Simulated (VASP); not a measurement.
# AlN (Cmc2_1) in VASP: further runs, part 2 of 2

VASP 6.6.1. Earlier steps stand in the parts before.

## (3) Single point, LDA (mode 4 frozen in at +0.000 Å and mode 5 at -0.086 Å (largest displacements))

Contents of INCAR:

```
PREC = Accurate
ENCUT = 520
EDIFF = 1E-6
ISMEAR = 0
SIGMA = 0.05
LREAL = False
LASPH = True
NELM = 60
ALGO = Normal
ISIF = 2
LWAVE = False
LCHARG = True
GGA = CA
LELF = True
LVHAR = True
NBANDS = 16
```

Contents of KPOINTS:

```
Automatic mesh
0
Gamma
  9 9 6
```

Contents of POSCAR:

```
AlN
1.0
    3.0887424016      0.0000000000      0.0000000000
   -1.5443712008      2.6749293856      0.0000000000
    0.0000000000      0.0000000000      4.9437688231
Al N
2 2
Direct
    0.3172581426      0.6345162853      0.0015212672
    0.6827418574      0.3654837147      0.5015212672
    0.3476777443      0.6953554887      0.3834787328
    0.6523222557      0.3046445113      0.8834787328
```

Potentials or basis: VASP PAW LDA potentials, release 64 (Al, N).

Run with:

```
cat potpaw_LDA.64/Al/POTCAR potpaw_LDA.64/N/POTCAR > POTCAR
mpirun -np 1 vasp_std > vasp.out
```

OUTCAR:

```text
PREC = Accurate
   ENCUT = 520
   EDIFF = 1E-6
   ISMEAR = 0
   LREAL = False
   LASPH = True
   NELM = 60
   ISIF = 2
   GGA = CA

 ion  position               nearest neighbor table
   1  0.317  0.635  0.002-   4 1.87   4 1.87   4 1.89   3 1.90   2 3.00   2 3.00   2 3.00   2 3.00
                             2 3.15   2 3.15
   2  0.683  0.365  0.502-   3 1.87   3 1.87   3 1.89   4 1.90   1 3.00   1 3.00   1 3.00   1 3.00
                             1 3.15   1 3.15
   3  0.348  0.695  0.383-   2 1.87   2 1.87   2 1.89   1 1.90
   4  0.652  0.305  0.883-   1 1.87   1 1.87   1 1.89   2 1.90

  LATTYP: Found a hexagonal cell.
 ALAT       =     3.0887424016
 C/A-ratio  =     1.6005766038

  Lattice vectors:

 A1 = (   3.0887424016,   0.0000000000,   0.0000000000)
 A2 = (  -1.5443712008,   2.6749293856,   0.0000000000)
 A3 = (   0.0000000000,   0.0000000000,   4.9437688231)

Analysis of symmetry for initial positions (statically):
=====================================================================
 Subroutine PRICEL returns:
 Original cell was already a primitive cell.

 Routine SETGRP: Setting up the symmetry group for a
 hexagonal supercell.

 Subroutine GETGRP returns: Found  4 space group operations
 (whereof  2 operations were pure point group operations)
 out of a pool of 24 trial point group operations.

The static configuration has the point symmetry C_1h.
 The point group associated with its full space group is C_2v.

Analysis of symmetry for dynamics (positions and initial velocities):
=====================================================================
 Subroutine PRICEL returns:
 Original cell was already a primitive cell.

 Routine SETGRP: Setting up the symmetry group for a
 hexagonal supercell.

 Subroutine GETGRP returns: Found  4 space group operations
 (whereof  2 operations were pure point group operations)
 out of a pool of 24 trial point group operations.

The dynamic configuration has the point symmetry C_1h.
 The point group associated with its full space group is C_2v.

 Subroutine INISYM returns: Found  4 space group operations
 (whereof  2 operations are pure point group operations),
 and found     1 'primitive' translations

----------------------------------------------------------------------------------------

                                     Primitive cell

  volume of cell :      40.8462

  direct lattice vectors                    reciprocal lattice vectors
     3.088742402  0.000000000  0.000000000     0.323756361  0.186920822  0.000000000
    -1.544371201  2.674929386  0.000000000     0.000000000  0.373841644  0.000000000
     0.000000000  0.000000000  4.943768823     0.000000000  0.000000000  0.202274830

  length of vectors
     3.088742402  3.088742402  4.943768823     0.373841644  0.373841644  0.202274830

  position of ions in fractional coordinates (direct lattice)
     0.317258143  0.634516285  0.001521267
     0.682741857  0.365483715  0.501521267
     0.347677744  0.695355489  0.383478733
     0.652322256  0.304644511  0.883478733

  ion indices of the primitive-cell ions
   primitive index   ion index
                 1           1
                 2           2
                 3           3
                 4           4

----------------------------------------------------------------------------------------

 KPOINTS: Automatic mesh

Automatic generation of k-mesh.
 Grid dimensions read from file:
 generate k-points for:    9    9    6

 Generating k-lattice:

  Cartesian coordinates                     Fractional coordinates (reciprocal lattice)
     0.035972929  0.020768980  0.000000000     0.111111111 -0.000000000  0.000000000
     0.000000000  0.041537960  0.000000000     0.000000000  0.111111111  0.000000000
     0.000000000  0.000000000  0.033712472     0.000000000  0.000000000  0.166666667

  Length of vectors
     0.041537960  0.041537960  0.033712472

  Shift w.r.t. Gamma in fractional coordinates (k-lattice)
     0.000000000  0.000000000  0.000000000

 Subroutine IBZKPT returns following result:
 ===========================================

 Found    100 irreducible k-points:

 Following reciprocal coordinates:
            Coordinates               Weight
  0.000000  0.000000  0.000000      1.000000
  0.111111  0.000000  0.000000      4.000000
  0.000000  0.111111  0.000000      2.000000
  0.222222 -0.000000  0.000000      4.000000
  0.000000  0.222222  0.000000      2.000000
  0.333333 -0.000000  0.000000      4.000000
[... 16 lines left out ...]
 -0.222222 -0.444444  0.000000      4.000000
  0.444444  0.333333  0.000000      4.000000
 [... further k-points ...]
   k-points           NKPTS =    100   k-points in BZ     NKDIM =    100   number of bands    NBANDS=     16
   number of dos      NEDOS =    301   number of ions     NIONS =      4
   total plane-waves  NPLWV =  23040
   dimension x,y,z NGX =    24 NGY =   24 NGZ =   40
   dimension x,y,z NGXF=    48 NGYF=   48 NGZF=   80
   ions per type =               2   2
   NGX,Y,Z   is equivalent  to a cutoff of  12.92, 12.92, 13.45 a.u.
   NGXF,Y,Z  is equivalent  to a cutoff of  25.84, 25.84, 26.90 a.u.
 SYSTEM =  unknown system
   PREC   = accura    normal or accurate (medium, high low for compatibility)
   ISTART =      0    job   : 0-new  1-cont  2-samecut
   ICHARG =      2    charge: 1-file 2-atom 10-const
   ISPIN  =      1    spin polarized calculation?
   LNONCOLLINEAR =      F non collinear calculations
   LSORBIT =      F    spin-orbit coupling
   LASPH  =      T    aspherical Exc in radial PAW
   ENCUT  =  520.0 eV  38.22 Ry    6.18 a.u.   5.74  5.74  9.19*2*pi/ulx,y,z
   NELM   =     60;   NELMIN=  2; NELMDL= -5     # of ELM steps
   EDIFF  = 0.1E-05   stopping-criterion for ELM
   LREAL  =      F    real-space projection
   EDIFFG = 0.1E-04   stopping-criterion for IOM
   NSW    =      0    number of steps for IOM
   IBRION =     -1    ionic relax: 0-MD 1-quasi-New 2-CG
   NFREE  =      0    steps in history (QN), initial steepest desc. (CG)
   ISIF   =      2    stress and relaxation
   ISYM   =      2    0-nonsym 1-usesym 2-fastsym
   POTIM  = 0.5000    time-step for ionic-motion
   TEBEG  =    0.0;   TEEND  =   0.0 temperature during run
   PSTRESS=    0.0 pullay stress
   NELECT =      16.0000    total number of electrons
   NUPDOWN=      -1.0000    fix difference up-down
   EMIN   =  10.00;   EMAX   =-10.00  energy-range for DOS
   EFERMI =   0.00;   METHOD = LEGACY
   ISMEAR =     0;   SIGMA  =   0.05  broadening in eV -4-tet -1-fermi 0-gaus
   EFERMI_NEDOS =   21; number of points for ismear=-14 and -15
   IALGO  =     38    algorithm
   IMIX   =      4    mixing-type and parameters
     AMIX     =   0.40;   BMIX     =  1.00
     AMIX_MAG =   1.60;   BMIX_MAG =  1.00
  volume/ion in A,a.u.               =      10.21        68.91
  Fermi-wavevector in a.u.,A,eV,Ry     =   1.197836  2.263582 19.521797  1.434812
  Thomas-Fermi vector in A             =   2.333741
   LORBIT       =      0    0 simple, 1 ext, 2 COOP (PROOUT), +10 PAW based schemes
   GGA     = CA    functional components
   LHFCALC =     F    Hartree Fock is set to
   AEXX    =    0.0000 exact exchange contribution
   IVDW    =     0    specifies the selected vdW correction
   LEPSILON=     F    determine dielectric tensor
   LRPA    =     F    only Hartree local field effects (RPA)
 non-spin polarized calculation
 Gauss-broadening in eV      SIGMA  =   0.05
  energy-cutoff  :      520.00
  volume of cell :       40.85
 maximum number of plane-waves:      1118
   NGX = 11   NGY = 11   NGZ = 19

 number of electron      16.0000000 magnetization

 Free energy of the ion-electron system (eV)
  ---------------------------------------------------
  ext. energy  EPLUGINS =         0.00000000
  ---------------------------------------------------
  free energy    TOTEN  =       -32.78298309 eV

  energy without entropy =      -32.78298309  energy(sigma->0) =      -32.78298309

 E-fermi :   6.4527     XC(G=0): -11.3461

 val. band max:        6.1658166576   @ k =   0.0000   0.0000   0.0000
 cond. band min:      10.5002374264   @ k =   0.0000   0.0000   0.0000
 fundamental gap:      4.3344207688
 Fermi energy:         6.4526699480

 k-point     1 :       0.0000    0.0000    0.0000
  band No.  band energies     occupation
      1      -9.0517      2.00000
      2      -6.7540      2.00000
      3      -0.0296      2.00000
      4       5.1900      2.00000
      5       5.2814      2.00000
      6       5.7606      2.00000
[... 433 lines left out ...]
      3       0.9452      2.00000
      4       2.0655      2.00000
      5       2.8342      2.00000
      6       2.9143      2.00000
[... 8 lines left out ...]
     15      18.7758      0.00000
     16      20.9710      0.00000

 [... further k-points ...]
[... 5 lines left out ...]
  --------------------------------------------------------------------------------------
  -------------------------------------------------------------------------------------
  Total        0.1015613      0.0481561      0.1332716      0.0000000      0.0000000      0.0000000
  in kB        3.9836989      1.8889024      5.2275231      0.0000000      0.0000000      0.0000000
  external PRESSURE =       3.7000415 kB  Pullay stress =       0.0000000 kB

 VOLUME and BASIS-vectors are now :
 -----------------------------------------------------------------------------
  energy-cutoff  :      520.00
  volume of cell :       40.85
      direct lattice vectors                 reciprocal lattice vectors
     3.088742402  0.000000000  0.000000000     0.323756361  0.186920822  0.000000000
    -1.544371201  2.674929386  0.000000000     0.000000000  0.373841644  0.000000000
     0.000000000  0.000000000  4.943768823     0.000000000  0.000000000  0.202274830

 POSITION                                       TOTAL-FORCE (eV/Angst)
 -----------------------------------------------------------------------------------
     -0.00000      1.69729      0.00752         0.000000      0.455126      0.053205
      1.54437      0.97764      2.47941         0.000000     -0.455126      0.053205
     -0.00000      1.86003      1.89583        -0.000000     -0.239126     -0.053205
      1.54437      0.81490      4.36771         0.000000      0.239126     -0.053205
 -----------------------------------------------------------------------------------
    total drift:                               -0.000000      0.000000     -0.000589

  FREE ENERGIE OF THE ION-ELECTRON SYSTEM (eV)
  ---------------------------------------------------
  free  energy   TOTEN  =       -32.7829830861 eV

  energy  without entropy=      -32.7829830861  energy(sigma->0) =      -32.78298309
```

OSZICAR:

```text
N       E                     dE             d eps       ncg     rms          rms(c)
DAV:   1     0.369040881677E+02    0.36904E+02   -0.74384E+03  3208   0.899E+02
DAV:   2    -0.347841847143E+02   -0.71688E+02   -0.66123E+02  4520   0.177E+02
DAV:   3    -0.378982822112E+02   -0.31141E+01   -0.31067E+01  3968   0.377E+01
DAV:   4    -0.379136330237E+02   -0.15351E-01   -0.15350E-01  4088   0.319E+00
DAV:   5    -0.379137836376E+02   -0.15061E-03   -0.15061E-03  3896   0.309E-01    0.124E+01
DAV:   6    -0.328994149889E+02    0.50144E+01   -0.11454E+01  3368   0.241E+01    0.437E+00
DAV:   7    -0.328443787783E+02    0.55036E-01   -0.51578E-01  3976   0.472E+00    0.284E+00
DAV:   8    -0.327857368332E+02    0.58642E-01   -0.68999E-02  3424   0.220E+00    0.341E-01
DAV:   9    -0.327828845149E+02    0.28523E-02   -0.55768E-03  4112   0.536E-01    0.218E-01
DAV:  10    -0.327830309957E+02   -0.14648E-03   -0.57427E-04  3656   0.152E-01    0.109E-01
DAV:  11    -0.327829833973E+02    0.47598E-04   -0.85708E-05  3832   0.686E-02    0.187E-02
DAV:  12    -0.327829830861E+02    0.31124E-06   -0.13431E-06  3272   0.895E-03
   1 F= -.32782983E+02 E0= -.32782983E+02  d E =-.294729E-18
```

It took 20 s on 1 thread of Intel Xeon Platinum 8559C (Emerald Rapids), shared host; peak memory 0.17 GiB.

Results:

```
Free energy            : -32.7830 eV
Pressure               : 0.4 GPa
Largest force          : 0.458 eV/Å
Band gap on the k mesh : 4.33 eV, direct
```

Forces on the atoms (eV/Å):
```
Al   0.000  0.455  0.053
Al   0.000 -0.455  0.053
N    0.000 -0.239 -0.053
N    0.000  0.239 -0.053
```

Levels at points of the mesh, in eV from the valence-band top:
```tsv
k point	band 4	band 5	band 6	band 7	band 8	band 9	band 10	band 11	band 12	band 13
(0.00, 0.00, 0.00)	-0.98	-0.88	-0.41	-0.16	0.00	4.33	6.67	10.48	10.79	11.39
(0.00, 0.00, 0.50)	-3.41	-0.65	-0.65	-0.58	-0.58	6.51	6.51	10.24	10.24	11.33
```

Caveat: the cell differs from its parent crystal (mode 4 frozen in at +0.000 Å and mode 5 at -0.086 Å (largest displacements)).
